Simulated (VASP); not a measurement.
Wanted: the native input for a VASP 6.6.1 run.

```
Task                   : single point
Functional             : LDA
Potentials or basis    : VASP PAW LDA potentials, release 64 (Sn_d, O)
Cutoff                 : 520 eV
k mesh                 : 8 × 6 × 6
Occupations            : gaussian, width 0.05 eV
Spin                   : no spin polarisation
Dipole correction      : no
Further INCAR settings : ALGO = Normal; EDIFF = 1e-06; NBANDS = 28
```

The structure of SnO lies in POSCAR:

```
SnO
1.0
    3.3550050000      0.0000000000      0.0000000000
    0.0000000000      5.6741040000      0.0000000000
    0.0000000000      0.0000000000      4.2219700000
Sn O
2 2
Direct
    0.0948427950      0.2879879953      0.6197293144
    0.5000000000      0.7680910000      0.0131440000
    0.0000000000      0.8912500000      0.7368570000
    0.5000000000      0.1087500000      0.2368570000
```

This cell differs from its parent crystal: atom 1 (Sn) moved by (+0.450, +0.450) A along [1 1 0] and z.

One way to write it, as run:

INCAR

```
PREC = Accurate
ENCUT = 520
EDIFF = 1E-6
ISMEAR = 0
SIGMA = 0.05
LREAL = F
LASPH = T
NELM = 100
ALGO = Normal
ISIF = 2
LWAVE = F
LCHARG = F
NBANDS = 28
```

KPOINTS

```
Automatic mesh
0
Gamma
  8 6 6
```

Potentials or basis: VASP PAW LDA potentials, release 64 (Sn_d, O).

The run is started by

```bash
$ cat potpaw_LDA.64/Sn_d/POTCAR potpaw_LDA.64/O/POTCAR > POTCAR
$ mpirun -np 1 vasp_std > vasp.out
```

Results of the run:

The pressure is -12.3 GPa, the largest force is 3.417 eV/Å and the band gap on the k mesh is 0.52 eV, indirect (least direct gap 0.81 eV).

Caveat: the cell differs from its parent crystal (atom 1 (Sn) moved by (+0.450, +0.450) A along [1 1 0] and z); spin-orbit coupling is left out, which moves the levels of the heavy elements; forces of over 1 eV/Å act on the atoms, so gaps and moduli don't describe the material at rest.

Wall time 4.9 min on 1 thread of Intel Xeon 6975P-C (shared host), peak memory 0.36 GiB.
